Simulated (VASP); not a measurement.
**ZnSe: single point with LDA**

ZnSe:

```
CELL_PARAMETERS angstrom
4.10770 0.00000 0.00000
0.00000 4.10770 0.00000
0.00000 0.00000 6.07035
ATOMIC_POSITIONS crystal
Zn 0.00000 0.00000 0.00000
Zn 0.50000 0.50000 0.00000
Se 0.00000 0.50000 0.24628
Se 0.50000 0.00000 0.75372
```

- Program: VASP 6.6.1
- Task: single point
- Functional: LDA
- Potentials or basis: VASP PAW LDA potentials, release 64 (Zn, Se)
- Cutoff: 500 eV
- k mesh: 3 × 3 × 2
- Occupations: gaussian, width 0.01 eV
- Spin: no spin polarisation
- Dipole correction: no
- Further INCAR settings: ALGO = Normal; EDIFF = 1e-06; NBANDS = 26

* Pressure: -4.0 GPa
* Largest force: 0.591 eV/Å
* Band gap on the k mesh: 1.70 eV, direct

Forces in eV/Å, atoms in the order of the input:
```
Zn   0.000  0.000  0.000
Zn   0.000  0.000  0.000
Se   0.000  0.000 -0.591
Se   0.000  0.000  0.591
```

Stress tensor (GPa, compression positive):
```
-3.88  0.00  0.00
 0.00 -3.88  0.00
 0.00  0.00 -4.21
```

Levels at points of the mesh, in eV from the valence-band top:
```
           k point  band 15  band 16  band 17  band 18  band 19  band 20  band 21  band 22
(0.00, 0.00, 0.00)    -2.15    -0.01     0.00     0.00     1.70     1.73     2.84     5.63
(0.00, 0.00, 0.50)    -2.01    -1.19    -0.28    -0.28     1.83     3.19     3.51     5.09
```

It took 7 s on 1 thread of Intel(R) Xeon(R) 6975P-C (Granite Rapids), on a shared host, peak memory 0.16 GiB.

Caveat: the k points lie up to 0.52 Å⁻¹ apart. A k mesh can miss the band edges.
